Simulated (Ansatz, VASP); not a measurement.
**KCl: VASP beside Ansatz**

File POSCAR:

```
KCl
1.0
    0.0000000000      3.1448483095      3.1448483095
    3.1448483095      0.0000000000      3.1448483095
    3.1448483095      3.1448483095      0.0000000000
K Cl
1 1
Direct
    0.0000000000      0.0000000000      0.0000000000
    0.5000000000      0.5000000000      0.5000000000
```

File INCAR.step1:

```
ALGO = Normal ; EDIFF = 1E-5
ENCUT = 520 ; GGA = PE
ISIF = 2 ; ISMEAR = 0
LASPH = True ; LCHARG = False
LREAL = False ; LWAVE = True
NBANDS = 15 ; NELM = 60
PREC = Accurate ; SIGMA = 0.01
```

Contents of INCAR.step2:

```
ALGO = Normal ; EDIFF = 1E-6
ENCUT = 520 ; GGA = PE
HFSCREEN = 0.2079 ; ISIF = 2
ISMEAR = 0 ; ISTART = 1
LASPH = True ; LCHARG = False
LHFCALC = True ; LREAL = False
LWAVE = False ; NBANDS = 15
NELM = 60 ; PREC = Accurate
PRECFOCK = Normal ; SIGMA = 0.01
```

Contents of KPOINTS:

```
k-points
0
Gamma
  6 6 6
```

Input for Ansatz:

```yaml
crystal:
  lattice:
    - [0.0, 3.1448483095, 3.1448483095]
    - [3.1448483095, 0.0, 3.1448483095]
    - [3.1448483095, 3.1448483095, 0.0]
  atoms:
    - { symbol: K, position: [0.0, 0.0, 0.0] }
    - { symbol: Cl, position: [0.5, 0.5, 0.5] }
kpoints:
  mp_grid: { grid: [6, 6, 6] }
  band_path:
    path:
      - [0.0, 0.0, 0.0]
      - [0.5, 0.0, 0.5]
      - [0.625, 0.25, 0.625]
      - [0.375, 0.375, 0.75]
      - [0.5, 0.5, 0.5]
      - [0.5, 0.25, 0.75]
    npoints: 1
hamiltonian:
  xc: hse06
scf:
  occupations: { method: fixed }
  n_extra_bands: 4
output:
  forces: true
  stress: true
  eigenvalues: true
```

Alike in both runs: task single point; functional HSE06; k mesh 6 × 6 × 6; no spin polarisation.

```csv
,VASP,Ansatz
version,VASP 6.6.1,Ansatz 0.2.0
potentials or method,"VASP PAW PBE potentials, release 64 (K_sv, Cl)","plane waves, PAW"
plane-wave cutoff (eV),520,420
occupations,"gaussian, width 0.01 eV",fixed
valence electrons in the cell,16,16
```

|  | VASP | Ansatz | Ansatz less VASP |
| --- | --- | --- | --- |
| gap on the k mesh at the Fermi level (eV) | 6.50 | 6.51 | +0.004 |
| pressure (GPa) | 0.5 | 0.5 | -0.03 |

Ansatz's warnings: stress exchange threshold loose, stress scf threshold loose.
